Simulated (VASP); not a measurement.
HfBBr2:

```
Hf B Br
1.0
     4.81970    0.00000    0.00000
    -2.40985    4.17398    0.00000
     0.00000    0.00000    7.59901
Hf B Br
1 1 2
Direct
  0.00000 0.00000 0.50000
  0.00000 0.00000 0.00000
  0.33333 0.66667 0.87060
  0.66667 0.33333 0.12940
```

```yaml
Program: VASP 6.6.1
Task: relaxation of cell and atoms
Functional: PBE
Potentials_or_basis: VASP PAW PBE potentials, release 64 (Hf_pv, B, Br)
Cutoff: 600 eV
k_mesh: 6 × 6 × 2
Occupations: gaussian, width 0.1 eV
Spin: no spin polarisation
```

At the start: pressure -5.5 GPa; volume 38.22 Å³/atom.

**Question.** How do energy, volume and symmetry change on relaxing?

**Answer.** Over 28 steps the energy falls by 1857.8 meV/atom and the volume is 23.45 Å³/atom (-38.6 %); space group P-3m1 (No. 164, to 0.05 Å).

Step by step:
```
step  energy change (eV)  largest force (eV/Å)  pressure (GPa)  volume (Å³)
   1              0.0000                1.0499           -5.48       152.87
   2             -1.1296                1.4684           -5.94       125.72
   3             -2.2297                4.3717           22.08        63.72
   4             -2.4428                2.6133           -2.26        91.74
   5             -2.6844                3.5277            4.69        76.89
   6             -3.2367                3.5441            8.71        71.48
   7             -2.9413                1.1961           47.98        56.35
   8             -3.5021                3.4368           17.02        65.82
   9             -3.5342                2.6367           29.12        61.02
  10             -3.9907                1.5766           31.38        60.86
  11             -4.3052                0.0908           37.79        60.36
  12             -5.3462                0.0956           23.01        65.76
  13             -6.4423                0.5667            5.33        78.12
  14             -6.2982                1.0435           -8.39       107.06
  15             -6.6748                0.8901           -3.18        90.86
  16             -6.6801                0.8569           -2.35        89.18
  17             -6.7784                0.8769           -1.98        89.59
  18             -7.0877                0.9468           -1.42        90.65
  19             -7.0730                0.6687            1.89        91.88
  20             -7.2267                0.8096           -0.36        91.38
  21             -7.2284                0.7921           -0.18        91.45
  22             -7.2824                0.6693           -0.01        91.48
  23             -7.3911                0.3079            0.55        91.57
  24             -7.3839                0.3187            2.34        91.74
  25             -7.4227                0.0282            1.35        91.65
  26             -7.4236                0.0127           -1.10        95.51
  27             -7.4306                0.0075            0.04        93.60
  28             -7.4310                0.0095           -0.03        93.82
```

Final structure:
```
Hf B Br
1.0
     4.95788    0.00000    0.00000
    -2.47894    4.29365    0.00000
     0.00000    0.00000    4.40726
Hf B Br
1 1 2
Direct
  0.00000 0.00000 0.50000
  0.00000 0.00000 0.00000
  0.33333 0.66667 0.66453
  0.66667 0.33333 0.33547
```

Caveat: the k points lie up to 0.71 Å⁻¹ apart in the final cell; the volume moved by over 15 % at a fixed basis, so the end points are rough; an odd number of electrons without spin polarisation forces a metal; a magnetic or distorted state may lie lower.
